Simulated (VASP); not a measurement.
# CdO: single point with b88 exchange, pbe correlation

The system is CdO.

```xyz
2
Lattice="0.0000 2.3495 2.3495 2.3495 0.0000 2.3495 2.3495 2.3495 0.0000" Properties=species:S:1:pos:R:3 pbc="T T T"
Cd    0.0000    0.0000    0.0000
O     2.3495    2.3495    2.3495
```

```json
{
 "Program": "VASP 6.6.1",
 "Task": "single point",
 "Functional": "b88 exchange, pbe correlation",
 "Potentials or basis": "VASP PAW PBE potentials, release 64 (Cd, O)",
 "Cutoff": "600 eV",
 "k mesh": "10 × 10 × 10",
 "Occupations": "fermi-dirac, width 0.05 eV",
 "Spin": "no spin polarisation",
 "Dipole correction": "no",
 "Further INCAR settings": "ALGO = Normal; EDIFF = 1e-06; NBANDS = 16"
}
```

```yaml
Pressure: 6.9 GPa
Band_gap_on_the_k_mesh: zero (bands 9 and 10 overlap by 0.42 eV)
```

Levels at points of the mesh, in eV from the Fermi level:
| k point | band 7 | band 8 | band 9 | band 10 | band 11 | band 12 |
| --- | --- | --- | --- | --- | --- | --- |
| (0.00, 0.00, 0.00) | -1.49 | -1.49 | -1.49 | -0.58 | 14.87 | 16.89 |
| (0.50, 0.00, 0.00) | -3.98 | -0.17 | -0.17 | 4.30 | 7.15 | 11.80 |
| (0.50, 0.50, 0.00) | -4.49 | -2.47 | -2.47 | 3.72 | 8.41 | 11.09 |

It took 63 s on 1 thread of Intel Xeon 8259CL, with other jobs on the host, peak memory 0.14 GiB.

Caveat: the cell stands under pressure; semilocal functionals underestimate gaps, and a narrow one can read as zero; the PAW data sets were made with another functional, which shifts forces and pressure a little.
